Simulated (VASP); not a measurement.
Crystal: PtSe2 (Sudovikovite).

```
Pt Se
1.0
     3.72400    0.00000    0.00000
    -1.86200    3.22508    0.00000
     0.00000    0.00000    5.06200
Pt Se
1 2
Direct
  0.00000 0.00000 0.00000
  0.66667 0.33333 0.75000
  0.33333 0.66667 0.25000
```

- Program: VASP 6.6.1
- Task: relaxation of cell and atoms
- Functional: PBE
- Dispersion: D3(BJ)
- Potentials or basis: VASP PAW PBE potentials, release 64 (Pt, Se)
- Cutoff: 600 eV
- k mesh: 8 × 8 × 5
- Occupations: fermi-dirac, width 0.05 eV
- Spin: no spin polarisation

At the start: pressure 3.5 GPa; volume 20.27 Å³/atom.

Task: How do energy, volume and symmetry change on relaxing?

Result: Over 15 steps the energy falls by 18.1 meV/atom and the volume is 19.74 Å³/atom (-2.6 %); space group P-3m1 (No. 164, to 0.05 Å).

The path:
```
step  energy change (eV)  largest force (eV/Å)  pressure (GPa)  volume (Å³)
   1              0.0000                0.6258            3.49        60.80
   2              0.0313                0.3804           -5.88        64.76
   3             -0.0242                0.1940           -0.62        62.31
   4             -0.0242                0.2020           -0.54        62.28
   5             -0.0300                0.1743           -0.47        61.89
   6             -0.0436                0.0777           -0.19        60.72
   7             -0.0446                0.1840            0.89        58.40
   8             -0.0494                0.0261            0.30        59.61
   9             -0.0526                0.1257           -0.94        59.67
  10             -0.0528                0.1063           -0.70        59.66
  11             -0.0541                0.0136            0.28        58.97
  12             -0.0544                0.0197            0.00        59.17
  13             -0.0544                0.0220           -0.01        59.18
  14             -0.0544                0.0133            0.01        59.20
  15             -0.0544                0.0036            0.05        59.22
```

Final structure:
```xyz
3
Lattice="3.7676 0.0000 0.0000 -1.8838 3.2629 0.0000 0.0000 0.0000 4.8174" Properties=species:S:1:pos:R:3 pbc="T T T"
Pt    0.0000    0.0000    0.0000
Se    1.8838    1.0876    3.5324
Se    0.0000    2.1753    1.2850
```

Caveat: pairwise dispersion overbinds metals, which lowers pressure and volume.
